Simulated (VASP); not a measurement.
A run of VASP 6.6.1 is set up as follows.

The input INCAR:

```
SYSTEM = V
PREC = Accurate ; ENCUT = 520
EDIFF = 1E-7 ; ISMEAR = -1
SIGMA = 0.05 ; LREAL = .False.
LASPH = .True. ; NELM = 100
ALGO = Normal ; ISIF = 2
LWAVE = .False. ; LCHARG = .True.
GGA = CA ; LELF = .True.
LVHAR = .True. ; NBANDS = 20
```

Contents of KPOINTS:

```
Automatic mesh
0
Gamma
  13 13 13
  0 0 0
```

The input POSCAR:

```
V
1.0
    0.0000000000      2.3245757878      2.3245757878
    2.3245757878      0.0000000000      2.3245757878
    2.3245757878      2.3245757878      0.0000000000
V
2
Direct
   -0.1250000000     -0.1250000000     -0.1250000000
    0.1250000000      0.1250000000      0.1250000000
```

Potentials or basis: VASP PAW LDA potentials, release 64 (V_sv).

The run is started by

```console
$ cat potpaw_LDA.64/V_sv/POTCAR > POTCAR
$ mpirun -np 1 vasp_std > vasp.out
```

(1) What does it give for the pressure?

(2) Predict the band gap on the k mesh.

## Answers

(1) 43.3 GPa.

(2) zero (bands 13 and 14 overlap by 2.38 eV).

Caveat: atoms lie so close that the PAW spheres overlap strongly, which falsifies energies and pressures; the cell stands under pressure.
